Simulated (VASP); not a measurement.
Wanted: the native input for a VASP 6.6.1 run.

* Task: single point
* Functional: PBE
* Potentials or basis: VASP PAW PBE potentials, release 64 (Cr_pv)
* Cutoff: 520 eV
* k mesh: 15 × 15 × 15
* Occupations: methfessel-paxton, width 0.03 eV
* Spin: no spin polarisation
* Dipole correction: no
* Further INCAR settings: ALGO = Normal; EDIFF = 1e-06; NBANDS = 12

The structure of Cr lies in POSCAR:

```
Cr
1.0
   -1.4243177237      1.4243177237      1.4243177237
    1.4243177237     -1.4243177237      1.4243177237
    1.4243177237      1.4243177237     -1.4243177237
Cr
1
Direct
    0.0000000000      0.0000000000      0.0000000000
```

One way to write it, as run:

INCAR

```
  PREC = Accurate
  ENCUT = 520
  EDIFF = 1E-6
  ISMEAR = 1
  SIGMA = 0.03
  LREAL = F
  LASPH = T
  NELM = 60
  ALGO = Normal
  ISIF = 2
  LWAVE = F
  LCHARG = F
  GGA = PE
  NBANDS = 12
```

KPOINTS

```
Automatic mesh
0
Gamma
  15 15 15
```

Potentials or basis: VASP PAW PBE potentials, release 64 (Cr_pv).

Command:

```bash
$ cat potpaw_PBE.64/Cr_pv/POTCAR > POTCAR
$ mpirun -np 1 vasp_std > vasp.out
```

Results of the run:

```
Pressure               : -0.9 GPa
Band gap on the k mesh : zero (band 6 reaches 13.30 eV, above the bottom of band 7 at 10.07 eV)
```

Caveat: the run has no spin polarisation, though such a crystal can be magnetic.

Run time: 9.3 s on 1 thread of Intel Xeon 6975P-C, on a shared host, peak memory 0.13 GiB.
